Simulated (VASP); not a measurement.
Here is a VASP 6.6.1 calculation.

The input INCAR:

```
SYSTEM = Au
ALGO = Normal
EDIFF = 1E-7
ENCUT = 520
GGA = RE
ISIF = 2
ISMEAR = -1
LASPH = .True.
LCHARG = .False.
LREAL = .False.
LWAVE = .False.
NBANDS = 30
NELM = 80
PREC = Accurate
SIGMA = 0.1
```

The input KPOINTS:

```
k-points
0
Gamma
  14 14 4
  0 0 0
```

Contents of POSCAR:

```
Au
1.0
    2.9758221164      0.0000000000      0.0000000000
   -1.4879110582      2.5771375500      0.0000000000
    0.0000000000      0.0000000000      9.9592064869
Au
4
Direct
    0.0000000000      1.0000000000      1.0000000000
    0.0000000000      1.0000000000      0.5000000000
    0.3333333333      0.6666666667      0.2500000000
    0.6666666667      0.3333333333      0.7500000000
```

Potentials or basis: VASP PAW PBE potentials, release 64 (Au).

Run with:

```bash
$ cat potpaw_PBE.64/Au/POTCAR > POTCAR
$ mpirun -np 1 vasp_std > vasp.out
```

Problem. Estimate the band gap on the k mesh.

Solution. Zero (bands 22 and 23 overlap by 4.52 eV).

Problem. Predict the pressure.

Solution. -4.4 GPa.

Stress tensor (GPa, compression positive):
```
-4.26  0.00  0.00
 0.00 -4.26  0.00
 0.00  0.00 -4.73
```

Caveat: the cell stands under tension; the PAW data sets were made with another functional, which shifts forces and pressure a little; spin-orbit coupling is left out, which moves the levels of the heavy elements.
